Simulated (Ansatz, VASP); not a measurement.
# Ag: VASP beside Ansatz

```
Ag
1.0
    -1.65565    1.65565    1.72188
     1.65565   -1.65565    1.72188
     1.65565    1.65565   -1.72188
Ag
1
Cartesian
  0.0000 0.0000 0.0000
```

Change from the starting cell: strain +0.000 along x and y, +0.040 along z, atoms carried along.

Alike in both runs: task single point; functional PBEsol; k mesh 20 × 20 × 20; occupations gaussian, width 0.15 eV; no spin polarisation.

|  | VASP | Ansatz |
| --- | --- | --- |
| version | VASP 6.6.1 | Ansatz 0.2.0 |
| potentials or method | VASP PAW PBE potentials, release 64 (Ag), cutoff 520 eV | scalar-relativistic, plane waves, PAW |
| valence electrons in the cell | 11 | 19 |

|  | VASP | Ansatz | Ansatz less VASP |
| --- | --- | --- | --- |
| gap on the k mesh at the Fermi level (eV) | none | none | - |
| pressure (GPa) | -9.7 | -9.7 | +0.06 |
| traceless stress, the component that is largest in VASP (GPa) | 0.31 | 0.31 | +0.007 |

VASP's potentials were made for PBE, not for PBEsol. A gap of «none» marks a metal or a gap that the smearing closes. VASP's potentials hold 11 valence electrons a cell and Ansatz's 19, so a difference there can come from the potentials and not from the codes.
